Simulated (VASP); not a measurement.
Write the native input for VASP 6.6.1 that does the following.

```
Task                   : single point
Functional             : PBE
Potentials or basis    : VASP PAW PBE potentials, release 64 (Hf_pv, N)
Cutoff                 : 520 eV
k mesh                 : 15 × 15 × 15
Occupations            : fermi-dirac, width 0.1 eV
Spin                   : no spin polarisation
Dipole correction      : no
Further INCAR settings : ALGO = Normal; EDIFF = 1e-07; NBANDS = 14
```

The structure of HfN (rocksalt type) lies in POSCAR:

```
HfN
1.0
    0.0000000000      2.1110784190      2.1110784190
    2.1110784190      0.0000000000      2.1110784190
    2.1110784190      2.1110784190      0.0000000000
Hf N
1 1
Direct
    0.0000000000      0.0000000000      0.0000000000
    0.5000000000      0.5000000000      0.5000000000
```

This cell differs from its parent crystal: volume scaled by 0.8.

One way to write it, as run:

INCAR

```
PREC = Accurate
ENCUT = 520
EDIFF = 1E-7
ISMEAR = -1
SIGMA = 0.1
LREAL = F
LASPH = T
NELM = 80
ALGO = Normal
ISIF = 2
LWAVE = F
LCHARG = F
GGA = PE
NBANDS = 14
```

KPOINTS

```
Automatic mesh
0
Gamma
  15 15 15
```

Potentials or basis: VASP PAW PBE potentials, release 64 (Hf_pv, N).

Launch:

```sh
$ cat potpaw_PBE.64/Hf_pv/POTCAR potpaw_PBE.64/N/POTCAR > POTCAR
$ mpirun -np 1 vasp_std > vasp.out
```

Results of the run:

```json
{"Pressure": "91.9 GPa"}
```

It took 19 s on 1 thread of AMD EPYC 9R45 96-Core Processor (Zen 5), with other jobs on the host, peak memory 0.13 GiB.
